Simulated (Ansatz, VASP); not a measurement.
## Two plane-wave programs on Tc

```
Tc
1.0
     0.00000    1.95000    1.95000
     1.95000    0.00000    1.95000
     1.95000    1.95000    0.00000
Tc
1
Direct
  0.00000 0.00000 0.00000
```

Alike in both runs: task single point; functional revPBE; k mesh 12 × 12 × 12; occupations tetrahedron; no spin polarisation.

|  | VASP | Ansatz |
| --- | --- | --- |
| version | VASP 6.6.1 | Ansatz 0.2.0 |
| potentials or method | VASP PAW PBE potentials, release 64 (Tc_pv) | Ansatz NC |
| plane-wave cutoff (eV) | 520 | 1143 |
| valence electrons in the cell | 13 | 15 |

```csv
,VASP,Ansatz,Ansatz less VASP
gap on the k mesh at the Fermi level (eV),none,none,-
pressure (GPa),-3.9,-3.4,+0.47
```

VASP's potentials were made for PBE, not for revPBE. A gap of «none» marks a metal or a gap that the smearing closes. VASP's potentials hold 13 valence electrons a cell and Ansatz's 15, so a difference there can come from the potentials and not from the codes.

Noted on Ansatz's run: the potentials were made for another functional, which shifts forces and pressure.
